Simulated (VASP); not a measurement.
A run of VASP 6.6.1:

The input INCAR:

```
PREC = Accurate
ENCUT = 520
EDIFF = 1E-7
ISMEAR = -1
SIGMA = 0.05
LREAL = F
LASPH = T
NELM = 80
ALGO = Normal
ISIF = 2
LWAVE = F
LCHARG = T
GGA = PE
IVDW = 12
LELF = T
LVHAR = T
NBANDS = 11
```

KPOINTS

```
regular mesh
0
Gamma
  8 8 8
```

POSCAR

```
Ca
1.0
    0.0000000000      2.7942000000      2.7942000000
    2.7942000000      0.0000000000      2.7942000000
    2.7942000000      2.7942000000      0.0000000000
Ca
1
Direct
    0.0000000000      0.0000000000      0.0000000000
```

Potentials or basis: VASP PAW PBE potentials, release 64 (Ca_sv).

Command:

```sh
$ cat potpaw_PBE.64/Ca_sv/POTCAR > POTCAR
$ mpirun -np 1 vasp_std > vasp.out
```

Hardware: 1 thread of Intel Xeon 8259CL, on a shared host.

Problem. Estimate the wall time of this run.

Solution. Run time: 17 s on 1 thread of Intel Xeon 8259CL, with other jobs on the host, peak memory 0.18 GiB. Counts: scf iterations 13, k points 29.
